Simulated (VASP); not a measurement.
# TiC (rocksalt type) (Fm-3m) in VASP: single point with PBE

Aim: the single point of TiC (rocksalt type) with PBE.

Everything below comes from runs of VASP 6.6.1. Logs are shortened: lines on timing, memory, paths and dates and some standing lists are left out, and cuts for length are marked.

## (1) The cell of the first run

It takes space group Fm-3m (No. 225, cubic). The conventional cell has a = 4.333 Å, b = 4.333 Å, c = 4.333 Å, α = 90.00°, β = 90.00°, γ = 90.00°. Within 2.9 Å of Ti (site symmetry m-3m) lie 6 C at 2.17 Å. Within 2.9 Å of C (site symmetry m-3m) lie 6 Ti at 2.17 Å.

## (2) Single point, PBE

File INCAR:

```
PREC = Accurate
ENCUT = 520
EDIFF = 1E-6
ISMEAR = -1
SIGMA = 0.05
LREAL = F
LASPH = T
NELM = 80
ALGO = Normal
ISIF = 2
LWAVE = F
LCHARG = F
GGA = PE
NBANDS = 24
```

File KPOINTS:

```
Automatic mesh
0
Gamma
  13 13 10
```

File POSCAR:

```
TiC
1.0
    2.1663639411      2.1663639411      0.0000000000
   -2.1663639411      2.1663639411      0.0000000000
    0.0000000000      0.0000000000      4.3327278821
Ti C
2 2
Direct
    0.0000000000      0.0000000000      0.0000000000
    0.5000000000      0.5000000000      0.5000000000
    0.5000000000      0.5000000000      0.0000000000
    0.0000000000      0.0000000000      0.5000000000
```

Potentials or basis: VASP PAW PBE potentials, release 64 (Ti_sv, C).

Started as:

```
cat potpaw_PBE.64/Ti_sv/POTCAR potpaw_PBE.64/C/POTCAR > POTCAR
mpirun -np 1 vasp_std > vasp.out
```

OUTCAR:

```text
PREC = Accurate
   ENCUT = 520
   EDIFF = 1E-6
   ISMEAR = -1
   LREAL = F
   LASPH = T
   NELM = 80
   ISIF = 2
   GGA = PE

 ion  position               nearest neighbor table
   1  0.000  0.000  0.000-   4 2.17   4 2.17   3 2.17   3 2.17   3 2.17   3 2.17
   2  0.500  0.500  0.500-   3 2.17   3 2.17   4 2.17   4 2.17   4 2.17   4 2.17
   3  0.500  0.500  0.000-   2 2.17   2 2.17   1 2.17   1 2.17   1 2.17   1 2.17
   4  0.000  0.000  0.500-   1 2.17   1 2.17   2 2.17   2 2.17   2 2.17   2 2.17

  LATTYP: Found a simple tetragonal cell.
 ALAT       =     3.0637012665
 C/A-ratio  =     1.4142135623

  Lattice vectors:

 A1 = (   2.1663639411,   2.1663639411,   0.0000000000)
 A2 = (  -2.1663639411,   2.1663639411,   0.0000000000)
 A3 = (   0.0000000000,   0.0000000000,   4.3327278821)

Analysis of symmetry for initial positions (statically):
=====================================================================
 Subroutine PRICEL returns following result:

  LATTYP: Found a face centered cubic cell.
 ALAT       =     4.3327278822

  Lattice vectors:

 A1 = (   0.0000000000,  -2.1663639411,  -2.1663639411)
 A2 = (   2.1663639411,   0.0000000000,  -2.1663639411)
 A3 = (   2.1663639411,  -2.1663639411,   0.0000000000)

   2 primitive cells build up your supercell.

 Routine SETGRP: Setting up the symmetry group for a
 simple tetragonal supercell.

 Subroutine GETGRP returns: Found 16 space group operations
 (whereof 16 operations were pure point group operations)
 out of a pool of 16 trial point group operations.

The static configuration has the point symmetry D_4h.

Analysis of symmetry for dynamics (positions and initial velocities):
=====================================================================
 Subroutine PRICEL returns following result:

  LATTYP: Found a face centered cubic cell.
 ALAT       =     4.3327278822

  Lattice vectors:

 A1 = (   0.0000000000,  -2.1663639411,  -2.1663639411)
 A2 = (   2.1663639411,   0.0000000000,  -2.1663639411)
 A3 = (   2.1663639411,  -2.1663639411,   0.0000000000)

   2 primitive cells build up your supercell.

 Routine SETGRP: Setting up the symmetry group for a
 simple tetragonal supercell.

 Subroutine GETGRP returns: Found 16 space group operations
 (whereof 16 operations were pure point group operations)
 out of a pool of 16 trial point group operations.

The dynamic configuration has the point symmetry D_4h.

 Subroutine INISYM returns: Found 16 space group operations
 (whereof 16 operations are pure point group operations),
 and found     2 'primitive' translations

----------------------------------------------------------------------------------------

                                     Primitive cell

  volume of cell :      20.3341

  direct lattice vectors                    reciprocal lattice vectors
     0.000000000 -2.166363941 -2.166363941    -0.230801478 -0.230801478 -0.230801478
     2.166363941  0.000000000 -2.166363941     0.230801478  0.230801478 -0.230801478
     2.166363941 -2.166363941  0.000000000     0.230801478 -0.230801478  0.230801478

  length of vectors
     3.063701267  3.063701267  3.063701267     0.399759887  0.399759887  0.399759887

  position of ions in fractional coordinates (direct lattice)
     0.000000000  0.000000000  0.000000000
     0.500000000  0.500000000  0.500000000

  ion indices of the primitive-cell ions
   primitive index   ion index
                 1           1
                 2           4

----------------------------------------------------------------------------------------

 KPOINTS: Automatic mesh

Automatic generation of k-mesh.
 Grid dimensions read from file:
 generate k-points for:   13   13   10

 Generating k-lattice:

  Cartesian coordinates                     Fractional coordinates (reciprocal lattice)
     0.017753960  0.017753960  0.000000000     0.076923077  0.000000000  0.000000000
    -0.017753960  0.017753960  0.000000000     0.000000000  0.076923077  0.000000000
     0.000000000  0.000000000  0.023080148     0.000000000  0.000000000  0.100000000

  Length of vectors
     0.025107891  0.025107891  0.023080148

  Shift w.r.t. Gamma in fractional coordinates (k-lattice)
     0.000000000  0.000000000  0.000000000

 Subroutine IBZKPT returns following result:
 ===========================================

 Found    168 irreducible k-points:

 Following reciprocal coordinates:
            Coordinates               Weight
  0.000000  0.000000  0.000000      1.000000
  0.076923  0.000000  0.000000      4.000000
  0.153846  0.000000  0.000000      4.000000
  0.230769  0.000000  0.000000      4.000000
  0.307692  0.000000  0.000000      4.000000
  0.384615  0.000000  0.000000      4.000000
[... 16 lines left out ...]
  0.307692  0.307692  0.000000      4.000000
  0.384615  0.307692  0.000000      8.000000
 [... further k-points ...]
   k-points           NKPTS =    168   k-points in BZ     NKDIM =    168   number of bands    NBANDS=     24
   number of dos      NEDOS =    301   number of ions     NIONS =      4
   total plane-waves  NPLWV =  18432
   dimension x,y,z NGX =    24 NGY =   24 NGZ =   32
   dimension x,y,z NGXF=    48 NGYF=   48 NGZF=   64
   ions per type =               2   2
   NGX,Y,Z   is equivalent  to a cutoff of  13.02, 13.02, 12.28 a.u.
   NGXF,Y,Z  is equivalent  to a cutoff of  26.05, 26.05, 24.56 a.u.
 SYSTEM =  unknown system
   PREC   = accura    normal or accurate (medium, high low for compatibility)
   ISTART =      0    job   : 0-new  1-cont  2-samecut
   ICHARG =      2    charge: 1-file 2-atom 10-const
   ISPIN  =      1    spin polarized calculation?
   LNONCOLLINEAR =      F non collinear calculations
   LSORBIT =      F    spin-orbit coupling
   LASPH  =      T    aspherical Exc in radial PAW
   ENCUT  =  520.0 eV  38.22 Ry    6.18 a.u.   5.70  5.70  8.06*2*pi/ulx,y,z
   NELM   =     80;   NELMIN=  2; NELMDL= -5     # of ELM steps
   EDIFF  = 0.1E-05   stopping-criterion for ELM
   LREAL  =      F    real-space projection
   EDIFFG = 0.1E-04   stopping-criterion for IOM
   NSW    =      0    number of steps for IOM
   IBRION =     -1    ionic relax: 0-MD 1-quasi-New 2-CG
   NFREE  =      0    steps in history (QN), initial steepest desc. (CG)
   ISIF   =      2    stress and relaxation
   ISYM   =      2    0-nonsym 1-usesym 2-fastsym
   POTIM  = 0.5000    time-step for ionic-motion
   TEBEG  =    0.0;   TEEND  =   0.0 temperature during run
   PSTRESS=    0.0 pullay stress
   NELECT =      32.0000    total number of electrons
   NUPDOWN=      -1.0000    fix difference up-down
   EMIN   =  10.00;   EMAX   =-10.00  energy-range for DOS
   EFERMI =   0.00;   METHOD = LEGACY
   ISMEAR =    -1;   SIGMA  =   0.05  broadening in eV -4-tet -1-fermi 0-gaus
   EFERMI_NEDOS =   21; number of points for ismear=-14 and -15
   IALGO  =     38    algorithm
   IMIX   =      4    mixing-type and parameters
     AMIX     =   0.40;   BMIX     =  1.00
     AMIX_MAG =   1.60;   BMIX_MAG =  1.00
  volume/ion in A,a.u.               =      10.17        68.61
  Fermi-wavevector in a.u.,A,eV,Ry     =   1.511379  2.856092 31.079336  2.284267
  Thomas-Fermi vector in A             =   2.621444
   LORBIT       =      0    0 simple, 1 ext, 2 COOP (PROOUT), +10 PAW based schemes
   GGA     = PE    functional components
   LHFCALC =     F    Hartree Fock is set to
   AEXX    =    0.0000 exact exchange contribution
   IVDW    =     0    specifies the selected vdW correction
   LEPSILON=     F    determine dielectric tensor
   LRPA    =     F    only Hartree local field effects (RPA)
 non-spin polarized calculation
  energy-cutoff  :      520.00
  volume of cell :       40.67
 maximum number of plane-waves:      1120
 NGX is ok and might be reduce to    24
   NGX = 11   NGY = 11   NGZ = 17

 number of electron      32.0000017 magnetization

 Free energy of the ion-electron system (eV)
  ---------------------------------------------------
  ext. energy  EPLUGINS =         0.00000000
  ---------------------------------------------------
  free energy    TOTEN  =       -37.42099298 eV

  energy without entropy =      -37.41607371  energy(sigma->0) =      -37.41853335

 E-fermi :   9.4215     XC(G=0): -12.6932

 val. band max:        9.3998625318   @ k =   0.0769   0.0769   0.1000
 cond. band min:       9.4481270638   @ k =   0.0769   0.0000   0.3000
 fundamental gap:      0.0482645321
 Fermi energy:         9.4215060669

 k-point     1 :       0.0000    0.0000    0.0000
  band No.  band energies     occupation
      1     -47.1897      2.00000
      2     -47.0932      2.00000
      3     -23.6471      2.00000
      4     -23.3816      2.00000
      5     -23.3816      2.00000
      6     -23.2143      2.00000
[... 16 lines left out ...]
     23      12.1045      0.00000
     24      12.9121      0.00000

 k-point     2 :       0.0769    0.0000    0.0000
  band No.  band energies     occupation
      1     -47.1869      2.00000
      2     -47.0932      2.00000
      3     -23.6395      2.00000
      4     -23.3945      2.00000
      5     -23.3772      2.00000
      6     -23.2324      2.00000
[... 16 lines left out ...]
     23      12.5238      0.00000
     24      12.8756      0.00000

 k-point     3 :       0.1538    0.0000    0.0000
  band No.  band energies     occupation
      1     -47.1790      2.00000
      2     -47.0935      2.00000
      3     -23.6173      2.00000
      4     -23.4297      2.00000
      5     -23.3646      2.00000
      6     -23.2829      2.00000
[... 16 lines left out ...]
     23      13.0456      0.00000
     24      13.4496      0.00000

 k-point     4 :       0.2308    0.0000    0.0000
  band No.  band energies     occupation
      1     -47.1670      2.00000
      2     -47.0947      2.00000
      3     -23.5824      2.00000
      4     -23.4776      2.00000
      5     -23.3547      2.00000
      6     -23.3453      2.00000
[... 16 lines left out ...]
     23      13.1819      0.00000
     24      14.5413      0.00000

 k-point     5 :       0.3077    0.0000    0.0000
  band No.  band energies     occupation
      1     -47.1526      2.00000
      2     -47.0976      2.00000
      3     -23.5377      2.00000
      4     -23.5252      2.00000
      5     -23.4328      2.00000
      6     -23.3219      2.00000
[... 16 lines left out ...]
     23      13.4693      0.00000
     24      14.7498      0.00000

 k-point     6 :       0.3846    0.0000    0.0000
  band No.  band energies     occupation
      1     -47.1375      2.00000
      2     -47.1032      2.00000
      3     -23.5593      2.00000
      4     -23.5021      2.00000
      5     -23.4867      2.00000
      6     -23.3327      2.00000
[... 16 lines left out ...]
     23      13.8479      0.00000
     24      14.5170      0.00000
[... 379 lines left out ...]
 k-point    21 :       0.3846    0.2308    0.0000
  band No.  band energies     occupation
      1     -47.1226      2.00000
      2     -47.0969      2.00000
      3     -23.5698      2.00000
      4     -23.5311      2.00000
      5     -23.4564      2.00000
      6     -23.3635      2.00000
[... 16 lines left out ...]
     23      13.5054      0.00000
     24      14.1019      0.00000

 k-point    22 :       0.4615    0.2308    0.0000
  band No.  band energies     occupation
      1     -47.1114      2.00000
      2     -47.1027      2.00000
      3     -23.5834      2.00000
      4     -23.5702      2.00000
      5     -23.4156      2.00000
      6     -23.3764      2.00000
[... 16 lines left out ...]
     23      13.6370      0.00000
     24      13.8116      0.00000

 k-point    23 :       0.3077    0.3077    0.0000
  band No.  band energies     occupation
      1     -47.1244      2.00000
      2     -47.0931      2.00000
      3     -23.5621      2.00000
      4     -23.5169      2.00000
      5     -23.4678      2.00000
      6     -23.3882      2.00000
[... 16 lines left out ...]
     23      13.2922      0.00000
     24      14.1138      0.00000

 k-point    24 :       0.3846    0.3077    0.0000
  band No.  band energies     occupation
      1     -47.1138      2.00000
      2     -47.0943      2.00000
      3     -23.5901      2.00000
      4     -23.5624      2.00000
      5     -23.4366      2.00000
      6     -23.3814      2.00000
[... 16 lines left out ...]
     23      13.3014      0.00000
     24      13.7455      0.00000

 [... further k-points ...]

------------------------ aborting loop because EDIFF is reached ----------------------------------------

  FORCE on cell =-STRESS in cart. coord.  units (eV):
  Direction    XX          YY          ZZ          XY          YZ          ZX
  --------------------------------------------------------------------------------------
  -------------------------------------------------------------------------------------
  Total        0.0668501      0.0668501      0.0403025      0.0000000     -0.0000000     -0.0000000
  in kB        2.6336515      2.6336515      1.5877728      0.0000000     -0.0000000     -0.0000000
  external PRESSURE =       2.2850252 kB  Pullay stress =       0.0000000 kB

 VOLUME and BASIS-vectors are now :
 -----------------------------------------------------------------------------
  energy-cutoff  :      520.00
  volume of cell :       40.67
      direct lattice vectors                 reciprocal lattice vectors
     2.166363941  2.166363941  0.000000000     0.230801478  0.230801478  0.000000000
    -2.166363941  2.166363941  0.000000000    -0.230801478  0.230801478  0.000000000
     0.000000000  0.000000000  4.332727882     0.000000000  0.000000000  0.230801478

 POSITION                                       TOTAL-FORCE (eV/Angst)
 -----------------------------------------------------------------------------------
      0.00000      0.00000      0.00000         0.000000     -0.000000      0.000000
      0.00000      2.16636      2.16636        -0.000000      0.000000     -0.000000
      0.00000      2.16636      0.00000        -0.000000      0.000000      0.000000
      0.00000      0.00000      2.16636        -0.000000      0.000000      0.000000
 -----------------------------------------------------------------------------------
    total drift:                               -0.000000      0.000000     -0.000000

  FREE ENERGIE OF THE ION-ELECTRON SYSTEM (eV)
  ---------------------------------------------------
  free  energy   TOTEN  =       -37.4209929792 eV

  energy  without entropy=      -37.4160737131  energy(sigma->0) =      -37.41853335
```

It took 54 s on 1 thread of Intel Xeon 6975P-C (Granite Rapids), shared host; peak memory 0.25 GiB.

What came out:

| Quantity | Value |
| --- | --- |
| Free energy | -37.4210 eV |
| Pressure | 0.2 GPa |
| Band gap on the k mesh | zero (band 16 reaches 10.10 eV, above the bottom of band 17 at 9.00 eV) |
